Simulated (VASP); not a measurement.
# Bi2H in VASP: relaxation of the atoms with PBE+D3(BJ)

Aim: the relaxation of the atoms of Bi2H with PBE+D3(BJ).

Everything below comes from runs of VASP 6.6.1. Logs are shortened: lines on timing, memory, paths and dates and some standing lists are left out, and cuts for length are marked.

**1. The cell of the first run**

The cell holds a slab with vacuum, 3 atoms: a = 4.279 Å, b = 4.279 Å, c = 17.247 Å, α = 90.00°, β = 90.00°, γ = 120.00°.

**2. Relaxation of the atoms, PBE+D3(BJ), collinear spin**

Contents of INCAR:

```
SYSTEM = Bi2H
PREC     = Accurate       ! precision mode
ENCUT    = 520            ! plane-wave cutoff, eV
EDIFF    = 1E-6           ! SCF threshold, eV
ISMEAR   = 0              ! smearing method
SIGMA    = 0.05           ! smearing width, eV
LREAL    = .False.        ! projectors in reciprocal space
LASPH    = .True.         ! aspherical terms in the spheres
NELM     = 150            ! most SCF steps
ALGO     = Normal         ! electronic algorithm
ISIF     = 2              ! what is computed and relaxed
LWAVE    = .False.        ! write WAVECAR
LCHARG   = .False.        ! write CHGCAR
ISPIN    = 2              ! spin polarisation
MAGMOM   = 0 0 1          ! initial moments
LORBIT   = 11             ! projections on sites
LDIPOL   = .True.       
IDIPOL   = 3            
DIPOL    = 0.5 0.5 0.332
GGA      = PE             ! functional
IVDW     = 12             ! dispersion correction
IBRION   = 2              ! ionic algorithm
NSW      = 36             ! ionic steps
EDIFFG   = -0.025         ! ionic threshold
```

Contents of KPOINTS:

```
Automatic mesh
0
Gamma
  6 6 1
  0 0 0
```

Contents of POSCAR:

```
Bi2H
1.0
    4.2790193530      0.0000000000      0.0000000000
   -2.1395096765      3.7057394630      0.0000000000
    0.0000000000      0.0000000000     17.2471505494
Bi H
2 1
Selective dynamics
Direct
    0.3333333333      0.6666666667      0.3332231914  F F F
    0.6666666667      0.3333333333      0.2319223682  F F F
    0.4444444444      0.8888888889      0.4321619550  F F T
```

Potentials or basis: VASP PAW PBE potentials, release 64 (Bi_d, H).

On the command line:

```bash
> cat potpaw_PBE.64/Bi_d/POTCAR potpaw_PBE.64/H/POTCAR > POTCAR
> mpirun -np 1 vasp_std > vasp.out
```

OUTCAR:

```text
SYSTEM = Bi2H
   PREC = Accurate
   ENCUT = 520
   EDIFF = 1E-6
   ISMEAR = 0
   LREAL = .False.
   LASPH = .True.
   NELM = 150
   ISIF = 2
   ISPIN = 2
   LORBIT = 11
   GGA = PE
   IVDW = 12
   IBRION = 2
   NSW = 36
   EDIFFG = -0.025
 IVDW          = 12

 ion  position               nearest neighbor table
   1  0.333  0.667  0.333-   3 1.89   2 3.03   2 3.03   2 3.03
   2  0.667  0.333  0.232-   1 3.03   1 3.03   1 3.03
   3  0.444  0.889  0.432-   1 1.89

  LATTYP: Found a hexagonal cell.
 ALAT       =     4.2790193530
 C/A-ratio  =     4.0306315832

  Lattice vectors:

 A1 = (   4.2790193530,   0.0000000000,   0.0000000000)
 A2 = (  -2.1395096765,   3.7057394630,   0.0000000000)
 A3 = (   0.0000000000,   0.0000000000,  17.2471505494)

Analysis of symmetry for initial positions (statically):
=====================================================================
 Subroutine PRICEL returns:
 Original cell was already a primitive cell.

 Routine SETGRP: Setting up the symmetry group for a
 hexagonal supercell.

 Subroutine GETGRP returns: Found  2 space group operations
 (whereof  2 operations were pure point group operations)
 out of a pool of 24 trial point group operations.

The static configuration has the point symmetry C_1h.

Analysis of symmetry for dynamics (positions and initial velocities):
=====================================================================
 Subroutine PRICEL returns:
 Original cell was already a primitive cell.

 Routine SETGRP: Setting up the symmetry group for a
 hexagonal supercell.

 Subroutine GETGRP returns: Found  2 space group operations
 (whereof  2 operations were pure point group operations)
 out of a pool of 24 trial point group operations.

The dynamic configuration has the point symmetry C_1h.

Analysis of constrained symmetry for selective dynamics:
=====================================================================
 Subroutine PRICEL returns:
 Original cell was already a primitive cell.

 Routine SETGRP: Setting up the symmetry group for a
 hexagonal supercell.

 Subroutine GETGRP returns: Found  2 space group operations
 (whereof  2 operations were pure point group operations)
 out of a pool of 24 trial point group operations.

The constrained configuration has the point symmetry C_1h.

Analysis of structural, dynamic, and magnetic symmetry:
=====================================================================
 Subroutine PRICEL returns:
 Original cell was already a primitive cell.
[... 126 lines left out ...]
   IVDW    =    12    specifies the selected vdW correction
   LEPSILON=     F    determine dielectric tensor
   LRPA    =     F    only Hartree local field effects (RPA)
 conjugate gradient relaxation of ions
 spin polarized calculation
 Gauss-broadening in eV      SIGMA  =   0.05
  energy-cutoff  :      520.00
  volume of cell :      273.49
 maximum number of plane-waves:      7388
   NGX = 15   NGY = 15   NGZ = 65

 dipolmoment           0.000000      0.000000     -0.000903 electrons x Angstroem

--------------------------------------- Ionic step        1  -------------------------------------------

 number of electron      31.0000003 magnetization       0.0818957

 Free energy of the ion-electron system (eV)
  ---------------------------------------------------
  ext. energy  EPLUGINS =         0.00000000
  ---------------------------------------------------
  free energy    TOTEN  =        -9.46294208 eV

  energy without entropy =       -9.45946820  energy(sigma->0) =       -9.46120514

------------------------ aborting loop because EDIFF is reached ----------------------------------------

 Edisp (eV)   -0.50225

 E8    (eV) :    -0.2546
[... 73 lines left out ...]
--------------------------------------- Ionic step        3  -------------------------------------------

 number of electron      31.0000003 magnetization       0.0825058

 dipolmoment           0.000000      0.000000      0.067703 electrons x Angstroem

 Free energy of the ion-electron system (eV)
  ---------------------------------------------------
  ext. energy  EPLUGINS =         0.00000000
  ---------------------------------------------------
  free energy    TOTEN  =        -9.46304372 eV

  energy without entropy =       -9.45956653  energy(sigma->0) =       -9.46130513

 E-fermi :  -1.4522     XC(G=0):  -3.3937

 val. band max:       -1.4635678225   @ k =   0.3333   0.3333   0.0000
 cond. band min:      -1.4488232252   @ k =   0.3333   0.1667   0.0000
 fundamental gap:      0.0147445973
 Fermi energy:        -1.4521893064

 spin component 1

 k-point     1 :       0.0000    0.0000    0.0000
  band No.  band energies     occupation
      1     -24.4949      1.00000
      2     -24.4930      1.00000
      3     -24.3680      1.00000
      4     -24.3574      1.00000
      5     -24.3440      1.00000
      6     -24.1911      1.00000
[... 275 lines left out ...]
      6     -24.2828      1.00000
[... 12 lines left out ...]
     19       3.2265      0.00000
     20       4.3942      0.00000
 Fermi energy:        -1.4521893064

 spin component 2

 k-point     1 :       0.0000    0.0000    0.0000
  band No.  band energies     occupation
      1     -24.4905      1.00000
      2     -24.4902      1.00000
      3     -24.3633      1.00000
      4     -24.3539      1.00000
      5     -24.3403      1.00000
      6     -24.1862      1.00000
[... 288 lines left out ...]
     19       3.2604      0.00000
     20       4.4126      0.00000

------------------------ aborting loop because EDIFF is reached ----------------------------------------

 vacuum level on the upper side and lower side of the slab       (xc-potential included)         0.402        -0.359

 Edisp (eV)   -0.50243

 E8    (eV) :    -0.2547

  FORCE on cell =-STRESS in cart. coord.  units (eV):
  Direction    XX          YY          ZZ          XY          YZ          ZX
  --------------------------------------------------------------------------------------
  -------------------------------------------------------------------------------------
  Total       1.38279     0.27934     0.45429     0.00000     0.58636     0.00000
  in kB       8.10087     1.63645     2.66136     0.00000     3.43510     0.00000
  external pressure =        4.13 kB  Pullay stress =        0.00 kB
[... 18 lines left out ...]
  FREE ENERGIE OF THE ION-ELECTRON SYSTEM (eV)
  ---------------------------------------------------
  free  energy   TOTEN  =        -9.9654744073 eV

  energy  without entropy=       -9.9619972194  energy(sigma->0) =       -9.96373581

 reached required accuracy - stopping structural energy minimisation

 vacuum level on the upper side and lower side of the slab         3.187         2.433

 total charge

# of ion       s       p       d       tot
------------------------------------------
    1        1.516   1.416   9.928  12.861
    2        1.530   1.355   9.909  12.794
    3        0.482   0.007   0.000   0.490
--------------------------------------------------
tot          3.528   2.779  19.837  26.144

 magnetization (x)

# of ion       s       p       d       tot
------------------------------------------
    1        0.005  -0.003   0.002   0.004
    2        0.000   0.022   0.000   0.023
    3        0.011  -0.000   0.000   0.011
--------------------------------------------------
tot          0.017   0.019   0.002   0.038
```

OSZICAR:

```text
N       E                     dE             d eps       ncg     rms          rms(c)
DAV:   1     0.245332018563E+03    0.24533E+03   -0.14836E+04  1304   0.126E+03
DAV:   2     0.112722301023E+02   -0.23406E+03   -0.22999E+03  1136   0.326E+02
[... 27 lines left out ...]
DAV:   3    -0.946303345089E+01    0.66387E-06   -0.15957E-06   892   0.348E-02
   2 F= -.99653346E+01 E0= -.99635965E+01  d E =-.141432E-03  mag=     0.0820
       N       E                     dE             d eps       ncg     rms          rms(c)
DAV:   1    -0.946304479177E+01   -0.10677E-04   -0.16022E-02  1040   0.578E-01    0.267E-02
DAV:   2    -0.946305047905E+01   -0.56873E-05   -0.23833E-04  1296   0.123E-01    0.162E-02
DAV:   3    -0.946304275054E+01    0.77285E-05   -0.98178E-06   940   0.848E-02    0.557E-03
DAV:   4    -0.946304372119E+01   -0.97064E-06   -0.35216E-06   988   0.275E-02
   3 F= -.99654744E+01 E0= -.99637358E+01  d E =-.281225E-03  mag=     0.0826
```

It took 5.7 min on 1 thread of AMD EPYC 7R13 (Zen 3), shared host; peak memory 0.49 GiB.

What came out:

| Property | Result |
| --- | --- |
| Free energy | -9.9655 eV |
| Energy gained by relaxing | 0.1 meV/atom |
| Ionic steps | 3 |
| Net moment | 0.08 μB per cell |
| Site moments | Bi +0.00, +0.02; H +0.01 μB |
| Valence electrons inside the program's atomic spheres | Bi 12.86, 12.79; H 0.49 |
| Dispersion energy per atom | -0.167 eV |

Step by step:
```csv
step,energy change (eV),largest force on free atoms (eV/Å),pressure (GPa)
1,0.0000,0.0580,0.39
2,-0.0001,0.0418,0.40
3,-0.0003,0.0020,0.41
```

Final structure:
```
Bi H
1.0
     4.27902    0.00000    0.00000
    -2.13951    3.70574    0.00000
     0.00000    0.00000   17.24715
Bi H
2 1
Direct
  0.33333 0.66667 0.33322
  0.66667 0.33333 0.23192
  0.44444 0.88889 0.43158
```

Levels at points of the mesh, in eV from the Fermi level:
Spin up:
| k point | band 14 | band 15 | band 16 | band 17 | band 18 | band 19 |
| --- | --- | --- | --- | --- | --- | --- |
| (0.00, 0.00, 0.00) | -0.43 | -0.27 | -0.02 | 1.96 | 2.26 | 3.10 |
| (0.50, 0.00, 0.00) | -2.61 | -1.82 | -0.57 | 1.23 | 2.65 | 4.29 |
| (0.00, 0.50, 0.00) | -3.42 | -1.75 | -0.16 | 1.70 | 2.50 | 2.82 |
Spin down:
| k point | band 11 | band 12 | band 13 | band 14 | band 15 | band 16 | band 17 | band 18 | band 19 | band 20 |
| --- | --- | --- | --- | --- | --- | --- | --- | --- | --- | --- |
| (0.00, 0.00, 0.00) | -12.90 | -9.21 | -3.29 | -0.42 | -0.24 | 0.01 | 1.98 | 2.28 | 3.13 | 3.55 |
| (0.50, 0.00, 0.00) | -11.40 | -10.08 | -4.44 | -2.59 | -1.81 | -0.50 | 1.24 | 2.67 | 4.33 | 4.44 |
| (0.00, 0.50, 0.00) | -11.35 | -10.16 | -3.97 | -3.41 | -1.73 | -0.11 | 1.71 | 2.54 | 2.85 | 5.28 |

Caveat: spin-orbit coupling is left out, which moves the levels of the heavy elements.
